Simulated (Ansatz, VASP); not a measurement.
# One calculation of Sb, two programs

```
Sb
1.0
     3.36900   -0.03369   -0.03369
    -1.71368    2.93448   -0.01233
    -0.05330   -0.05330    5.33000
Sb
2
Direct
  0.33333 0.66667 0.25000
  0.66667 0.33333 0.75000
```

Change from the starting cell: equal xy, yz and zx shear strains of -2 %.

Alike in both runs: task single point; functional PBEsol; k mesh 12 × 12 × 7; occupations fermi-dirac, width 0.05 eV; no spin polarisation.

|  | VASP | Ansatz |
| --- | --- | --- |
| version | VASP 6.6.1 | Ansatz 0.2.0 |
| potentials or method | VASP PAW PBE potentials, release 64 (Sb), cutoff 520 eV | all-electron LAPW, scalar-relativistic |

```csv
,VASP,Ansatz,Ansatz less VASP
pressure (GPa),-0.1,-0.1,+0.02
"traceless stress, the component that is largest in VASP (GPa)",-0.72,-0.72,+0.001
rms of the force components (eV/Å),0.018,0.017,-0.0005
```

VASP's potentials were made for PBE, not for PBEsol. Atom by atom the forces differ by 0.001 eV/Å (rms over components). Ansatz ran all-electron here, and VASP with PAW potentials.

Spin-orbit coupling is off throughout.
